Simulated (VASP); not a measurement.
**ZnS: single point with r2SCAN**

Crystal: ZnS.

```
CELL_PARAMETERS angstrom
0.00000 2.70465 2.70465
2.70465 0.00000 2.70465
2.70465 2.70465 0.00000
ATOMIC_POSITIONS crystal
Zn 0.91681 0.91681 0.96554
S 0.75000 0.75000 0.75000
```

This cell differs from its parent crystal: atom 1 (Zn) moved by (-0.450, -0.450) A along [1 1 0] and z.

```json
{"Program": "VASP 6.6.1", "Task": "single point", "Functional": "r2SCAN", "Potentials or basis": "VASP PAW PBE potentials, release 64 (Zn, S)", "Cutoff": "520 eV", "k mesh": "8 × 8 × 8", "Occupations": "gaussian, width 0.05 eV", "Spin": "no spin polarisation", "Dipole correction": "no", "Further INCAR settings": "ALGO = Normal; EDIFF = 1e-06; NBANDS = 16"}
```

```
Pressure               : 30.8 GPa
Largest force          : 16.537 eV/Å
Band gap on the k mesh : 2.42 eV
```

Forces on the atoms (eV/Å):
```
Zn   9.918  9.918  8.759
S   -9.918 -9.918 -8.759
```

Stress tensor (GPa, compression positive):
```
33.80 37.27 33.51
37.27 33.80 33.51
33.51 33.51 24.85
```

Levels at points of the mesh, in eV from the valence-band top:
| k point | band 5 | band 6 | band 7 | band 8 | band 9 | band 10 | band 11 | band 12 | band 13 | band 14 |
| --- | --- | --- | --- | --- | --- | --- | --- | --- | --- | --- |
| (0.00, 0.00, 0.00) | -7.23 | -7.21 | -1.20 | -0.13 | 0.00 | 2.42 | 6.34 | 6.72 | 8.32 | 11.51 |
| (0.50, 0.00, 0.00) | -7.14 | -7.06 | -4.90 | -1.69 | -0.26 | 3.03 | 5.49 | 8.43 | 8.88 | 11.71 |
| (0.00, 0.00, 0.50) | -7.15 | -7.11 | -5.15 | -1.53 | -0.26 | 3.12 | 5.56 | 8.62 | 8.95 | 11.70 |
| (0.50, 0.50, 0.50) | -7.26 | -7.25 | -6.08 | -1.59 | -1.26 | 4.60 | 7.52 | 8.14 | 9.24 | 11.94 |
| (0.50, 0.50, 0.00) | -7.16 | -7.13 | -4.71 | -2.43 | -2.22 | 2.45 | 4.79 | 10.67 | 12.11 | 13.82 |
| (0.00, 0.50, 0.50) | -7.17 | -7.14 | -4.86 | -2.52 | -1.87 | 2.56 | 4.51 | 10.67 | 12.33 | 13.91 |

It took 7.1 min on 1 thread of Intel Xeon 8259CL, on a shared host, peak memory 0.23 GiB.

Caveat: the cell differs from its parent crystal (atom 1 (Zn) moved by (-0.450, -0.450) A along [1 1 0] and z); the stress differs along the axes, from 25 to 34 GPa; the PAW data sets were made with another functional, which shifts forces and pressure a little. A k mesh can miss the band edges.
